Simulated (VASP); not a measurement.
Set up this calculation in VASP 6.6.1, as the native input.

| Property | Result |
| --- | --- |
| Task | single point |
| Functional | PBE |
| Potentials or basis | VASP PAW PBE potentials, release 64 (Li_sv, Sb) |
| Cutoff | 750 eV |
| k mesh | 5 × 5 × 5 |
| Occupations | methfessel-paxton, width 0.02 eV |
| Spin | no spin polarisation |
| Dipole correction | no |
| Further INCAR settings | ALGO = Normal; EDIFF = 1e-06; NBANDS = 17 |

The structure of LiSb3 lies in POSCAR:

```
LiSb3
1.0
    0.0000000000      3.4274818304      3.4274818304
    3.4274818304      0.0000000000      3.4274818304
    3.4274818304      3.4274818304      0.0000000000
Li Sb
1 3
Direct
    0.0000000000      0.0000000000      0.0000000000
    0.5000000000      0.5000000000      0.5000000000
    0.2500000000      0.2500000000      0.2500000000
    0.7500000000      0.7500000000      0.7500000000
```

These files were run (other wordings do the same):

INCAR

```
SYSTEM = LiSb3
PREC = Accurate
ENCUT = 750
EDIFF = 1E-6
ISMEAR = 1
SIGMA = 0.02
LREAL = .FALSE.
LASPH = .TRUE.
NELM = 120
ALGO = Normal
ISIF = 2
LWAVE = .FALSE.
LCHARG = .FALSE.
GGA = PE
NBANDS = 17
GGA_COMPAT = .FALSE.
```

KPOINTS

```
regular mesh
0
G
  5 5 5
  0 0 0
```

Potentials or basis: VASP PAW PBE potentials, release 64 (Li_sv, Sb).

The run is started by

```sh
$ cat potpaw_PBE.64/Li_sv/POTCAR potpaw_PBE.64/Sb/POTCAR > POTCAR
$ mpirun -np 1 vasp_std > vasp.out
```

Results of the run:

```yaml
Pressure: 20.1 GPa
Band_gap_on_the_k_mesh: zero (bands 9 and 10 overlap by 3.98 eV)
```

Caveat: the cell stands under pressure; spin-orbit coupling is left out, which moves the levels of the heavy elements.

Run time: 72 s on 1 thread of Intel Xeon 8259CL, on a shared host, peak memory 0.32 GiB.
